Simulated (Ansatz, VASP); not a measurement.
**Ir5Ru in VASP and in Ansatz**

The input INCAR:

```
PREC     = Accurate       # precision mode
ENCUT    = 600            # plane-wave cutoff, eV
EDIFF    = 1E-6           # SCF threshold, eV
ISMEAR   = 0              # smearing method
SIGMA    = 0.1            # smearing width, eV
LREAL    = F              # projectors in reciprocal space
LASPH    = T              # aspherical terms in the spheres
NELM     = 60             # most SCF steps
ALGO     = Fast           # electronic algorithm
ISIF     = 3              # what is computed and relaxed
LWAVE    = F              # write WAVECAR
LCHARG   = F              # write CHGCAR
GGA      = PE             # functional
IBRION   = 2              # ionic algorithm
NSW      = 100            # ionic steps
EDIFFG   = -0.01          # ionic threshold
```

KPOINTS

```
regular mesh
0
Gamma
  18 18 4
```

POSCAR

```
Ir5Ru
1.0
    2.7274461000      0.0000000000      0.0000000000
   -1.3637231000      2.3620377000      0.0000000000
    0.0000000000      0.0000000000     13.3892047000
Ru Ir
1 5
Direct
    0.0000000000      0.0000000000      0.5000000000
    0.3333333000      0.6666667000      0.8331110000
    0.6666667000      0.3333333000      0.6638260000
    0.3333333000      0.6666667000      0.3361740000
    0.6666667000      0.3333333000      0.1668890000
    0.0000000000      0.0000000000      0.0000000000
```

Input for Ansatz:

```yaml
crystal:
  lattice:
    - [2.7274461, 0.0, 0.0]
    - [-1.3637231, 2.3620377, 0.0]
    - [0.0, 0.0, 13.3892047]
  atoms:
    - { symbol: Ru, position: [0.0, 0.0, 0.5] }
    - { symbol: Ir, position: [0.3333333, 0.6666667, 0.833111] }
    - { symbol: Ir, position: [0.6666667, 0.3333333, 0.663826] }
    - { symbol: Ir, position: [0.3333333, 0.6666667, 0.336174] }
    - { symbol: Ir, position: [0.6666667, 0.3333333, 0.166889] }
    - { symbol: Ir, position: [0.0, 0.0, 0.0] }
basis:
  ecutwfc: 420
kpoints:
  mp_grid: { grid: [18, 18, 4] }
hamiltonian:
  xc: pbe
scf:
  occupations: { method: gaussian, width: 0.1 }
output:
  forces: true
  stress: true
  eigenvalues: true
relax:
  adjacent_minimum: "off"
  f_tol: 0.01
  max_steps: 80
  cell: { stress_tol: 0.05 }
```

Alike in both runs: task relaxation of cell and atoms; functional PBE; k mesh 18 × 18 × 4; occupations gaussian, width 0.1 eV; no spin polarisation.

|  | VASP | Ansatz |
| --- | --- | --- |
| version | VASP 6.6.1 | Ansatz 0.2.0 |
| potentials or method | VASP PAW PBE potentials, release 64 (Ru_pv, Ir), cutoff 600 eV | scalar-relativistic, plane waves, PAW |
| valence electrons in the cell | 59 | 101 |

|  | VASP | Ansatz | Ansatz less VASP |
| --- | --- | --- | --- |
| gap on the k mesh at the Fermi level, each at its own relaxed structure (eV) | none | none | - |
| relaxed volume (Å³/atom) | 14.40 | 14.38 | -0.020 |
| relaxed length of the cell vector where the two differ most in proportion (Å) | 2.729 | 2.727 | -0.0013 |

A gap of «none» marks a metal or a gap that the smearing closes. VASP's potentials hold 59 valence electrons a cell and Ansatz's 101, so a difference there can come from the potentials and not from the codes.

Spin-orbit coupling is off throughout. Noted on VASP's run: too few bands were computed for a metal, which touches its energy and stress.
